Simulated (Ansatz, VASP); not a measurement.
## CdSe: VASP beside Ansatz

```
Cd Se
1.0
    -2.19099    2.19099    3.09519
     2.19099   -2.19099    3.09519
     2.19099    2.19099   -3.09519
Cd Se
1 1
Direct
  0.00000 0.00000 0.00000
  0.25000 0.75000 0.50000
```

Alike in both runs: task single point; functional LDA; k mesh 12 × 12 × 12; occupations gaussian, width 0.02 eV; no spin polarisation.

|  | VASP | Ansatz |
| --- | --- | --- |
| version | VASP 6.6.1 | Ansatz 0.2.0 |
| potentials or method | VASP PAW LDA potentials, release 64 (Cd, Se), cutoff 520 eV | scalar-relativistic, plane waves, PAW |
| valence electrons in the cell | 18 | 36 |

|  | VASP | Ansatz | Ansatz less VASP |
| --- | --- | --- | --- |
| gap on the k mesh at the Fermi level (eV) | 0.25 | 0.22 | -0.030 |
| least direct gap on the mesh (eV) | 0.25 | 0.22 | -0.030 |
| pressure (GPa) | -4.0 | -4.3 | -0.32 |

LDA's correlation is that of Perdew and Zunger in VASP and of Perdew and Wang (1992) in Ansatz. VASP's potentials hold 18 valence electrons a cell and Ansatz's 36, so a difference there can come from the potentials and not from the codes.
